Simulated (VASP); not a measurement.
Crystal: MgC2.

```xyz
3
Lattice="3.0864 0.0000 0.0000 -1.5432 2.6729 0.0000 0.0000 0.0000 5.5853" Properties=species:S:1:pos:R:3 pbc="T T T"
Mg    0.0000    0.0000    2.7926
C     0.0000    0.0000    0.9245
C     0.0000    0.0000    4.6607
```

- Program: VASP 6.6.1
- Task: relaxation of cell and atoms
- Functional: PBE
- Potentials or basis: VASP PAW PBE potentials, release 64 (Mg, C)
- Cutoff: 600 eV
- k mesh: 6 × 6 × 4
- Occupations: gaussian, width 0.1 eV
- Spin: no spin polarisation

At the start: pressure -3.3 GPa; volume 15.36 Å³/atom.

Question: Where does the relaxation end?

Answer: Over 39 steps the energy falls by 1872.2 meV/atom and the volume is 27.60 Å³/atom (+79.7 %); space group P6/mmm (No. 191, to 0.05 Å).

The path:
```tsv
step	energy change (eV)	largest force (eV/Å)	pressure (GPa)	volume (Å³)
1	0.0000	8.2932	-3.31	46.08
2	-0.9117	31.8111	40.00	43.99
3	-1.3348	8.2002	-7.20	45.64
4	-2.3881	7.9697	-8.46	45.30
5	-3.8766	1.5084	0.55	44.64
6	-3.8743	1.4435	4.51	44.53
7	-3.8920	0.2393	2.26	44.59
8	-3.1379	19.3168	32.65	45.44
9	-4.0193	3.5566	8.98	44.91
10	-4.2697	2.7231	9.56	46.12
11	-4.5269	0.1923	19.76	49.44
12	-4.5727	0.9132	16.36	48.62
13	-4.7789	3.4675	7.47	52.23
14	-4.7870	4.6343	5.05	53.49
15	-4.9176	4.1595	3.51	55.55
16	-5.2074	2.8652	0.01	62.05
17	-5.3679	0.1582	-3.83	76.44
18	-5.3755	0.5165	-3.45	74.28
19	-5.4705	1.9951	-0.35	74.79
20	-5.4762	2.8363	0.63	74.94
21	-5.5548	1.5247	1.06	75.41
22	-5.5850	0.0435	1.83	75.94
23	-5.5853	0.0913	1.75	75.90
24	-5.5894	0.2716	1.15	76.36
25	-5.5907	0.6373	0.55	76.84
26	-5.5931	0.5141	0.47	77.12
27	-5.5980	0.1414	0.25	77.96
28	-5.5978	0.6070	-0.13	79.65
29	-5.5996	0.2187	0.07	78.77
30	-5.6020	0.2428	0.11	79.03
31	-5.6081	0.3088	0.28	79.82
32	-5.6141	0.4435	0.59	81.40
33	-5.6151	0.4382	-0.07	82.09
34	-5.6158	0.0998	0.19	81.82
35	-5.6160	0.0994	0.14	82.00
36	-5.6164	0.0922	-0.04	82.54
37	-5.6165	0.0915	-0.10	82.75
38	-5.6162	0.2720	0.16	82.89
39	-5.6166	0.0347	-0.02	82.80
```

Final structure:
```yaml
crystal:
  lattice:
    - [4.27046, 0.00000, 0.00000]
    - [-2.13523, 3.69833, 0.00000]
    - [0.00000, 0.00000, 5.24238]
  atoms:
    - { symbol: Mg, position: [0.00000, 0.00000, 0.50000] }
    - { symbol: C, position: [0.00000, 0.00000, 0.11819] }
    - { symbol: C, position: [0.00000, 0.00000, 0.88181] }
```

Caveat: the volume moved by over 15 % at a fixed basis, so the end points are rough.
